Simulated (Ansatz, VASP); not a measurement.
## Li2S in VASP and in Ansatz

Contents of INCAR:

```
SYSTEM = Li2S
ALGO     = Normal         ! electronic algorithm
EDIFF    = 1E-6           ! SCF threshold, eV
ENCUT    = 750            ! plane-wave cutoff, eV
GGA_COMPAT= .False.      
ISIF     = 2              ! what is computed and relaxed
ISMEAR   = -1             ! smearing method
LASPH    = .True.         ! aspherical terms in the spheres
LCHARG   = .False.        ! write CHGCAR
LREAL    = .False.        ! projectors in reciprocal space
LWAVE    = .False.        ! write WAVECAR
NBANDS   = 13             ! bands
NELM     = 120            ! most SCF steps
PREC     = Accurate       ! precision mode
SIGMA    = 0.02           ! smearing width, eV
```

File KPOINTS:

```
k-points
0
Gamma
  7 7 7
  0 0 0
```

File POSCAR:

```
Li2S
1.0
   -0.0285400000      2.8397300000      2.8397300000
    2.8397300000     -0.0285400000      2.8397300000
    2.8397300000      2.8397300000     -0.0285400000
Li S
2 1
Direct
    0.2500000000      0.2500000000      0.2500000000
    0.7500000000      0.7500000000      0.7500000000
    0.0000000000      0.0000000000      0.0000000000
```

Input for Ansatz:

```yaml
crystal:
  lattice:
    - [-0.02854, 2.83973, 2.83973]
    - [2.83973, -0.02854, 2.83973]
    - [2.83973, 2.83973, -0.02854]
  atoms:
    - { symbol: Li, position: [0.25, 0.25, 0.25] }
    - { symbol: Li, position: [0.75, 0.75, 0.75] }
    - { symbol: S, position: [0.0, 0.0, 0.0] }
kpoints:
  mp_grid: { grid: [7, 7, 7] }
  band_path:
    path:
      - [0.0, 0.0, 0.0]
      - [0.5, 0.5, 0.5]
      - [0.2525443832, 0.5, 0.7474556168]
      - [-0.2525443832, 0.2525443832, 0.5]
      - [0.0, 0.0, 0.5]
      - [0.0, 0.0, 0.0]
      - [-0.3762721916, 0.0, 0.3762721916]
      - [0.0, 0.3762721916, 0.6237278084]
      - [0.0, 0.5, 0.5]
    npoints: 5
scf:
  occupations: { method: fermi_dirac, width: 0.02 }
hamiltonian:
  xc: lda
  pseudopotentials: { kind: all_electron, lapw: { basis_error: 0.001 } }
output:
  forces: true
  stress: true
  eigenvalues: true
```

Change from the starting cell: equal xy, yz and zx shear strains of -1 %.

Alike in both runs: task single point; functional LDA; k mesh 7 × 7 × 7; occupations fermi-dirac, width 0.02 eV; no spin polarisation.

|  | VASP | Ansatz |
| --- | --- | --- |
| version | VASP 6.6.1 | Ansatz 0.2.0 |
| potentials or method | VASP PAW LDA potentials, release 64 (Li_sv, S), cutoff 750 eV | all-electron LAPW, scalar-relativistic |

VASP gave:

* gap on the k mesh at the Fermi level (eV): 3.30
* pressure (GPa): -3.1
* traceless stress, the component that is largest in VASP (GPa): 0.34
* rms of the force components (eV/Å): 0.007

Question: Which values does Ansatz return?

Answer: gap on the k mesh at the Fermi level (eV): 3.30; pressure (GPa): -3.0; traceless stress, the component that is largest in VASP (GPa): 0.33; rms of the force components (eV/Å): 0.007.

LDA's correlation is that of Perdew and Zunger in VASP and of Perdew and Wang (1992) in Ansatz. Atom by atom the forces differ by 0.000 eV/Å (rms over components). Ansatz ran all-electron here, and VASP with PAW potentials.
